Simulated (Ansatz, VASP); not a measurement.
# GePt: VASP beside Ansatz

```xyz
8
Lattice="5.7190 0.0000 0.0000 0.0000 3.6970 0.0000 0.0000 0.0000 6.0840" Properties=species:S:1:pos:R:3 pbc="T T T"
Ge    1.0580    0.9243    3.5896
Ge    1.8015    2.7728    0.5476
Ge    3.9175    0.9243    5.5364
Ge    4.6610    2.7728    2.4944
Pt    5.7161    0.9243    1.1608
Pt    2.8624    2.7728    4.2028
Pt    2.8566    0.9243    1.8812
Pt    0.0029    2.7728    4.9232
```

Alike in both runs: task single point; functional PBE; k mesh 6 × 8 × 6; occupations gaussian, width 0.1 eV; no spin polarisation.

|  | VASP | Ansatz |
| --- | --- | --- |
| version | VASP 6.6.1 | Ansatz 0.2.0 |
| potentials or method | VASP PAW PBE potentials, release 64 (Ge_d, Pt), cutoff 520 eV | scalar-relativistic, plane waves, PAW |
| valence electrons in the cell | 96 | 128 |

```tsv
	VASP	Ansatz	Ansatz less VASP
gap on the k mesh at the Fermi level (eV)	none	none	-
pressure (GPa)	8.3	8.3	-0.01
traceless stress, the component that is largest in VASP (GPa)	-0.36	-0.36	+0.006
rms of the force components (eV/Å)	0.052	0.051	-0.0011
```

Atom by atom the forces differ by 0.002 eV/Å (rms over components). A gap of «none» marks a metal or a gap that the smearing closes. VASP's potentials hold 96 valence electrons a cell and Ansatz's 128, so a difference there can come from the potentials and not from the codes.

Neither program's run includes spin-orbit coupling.
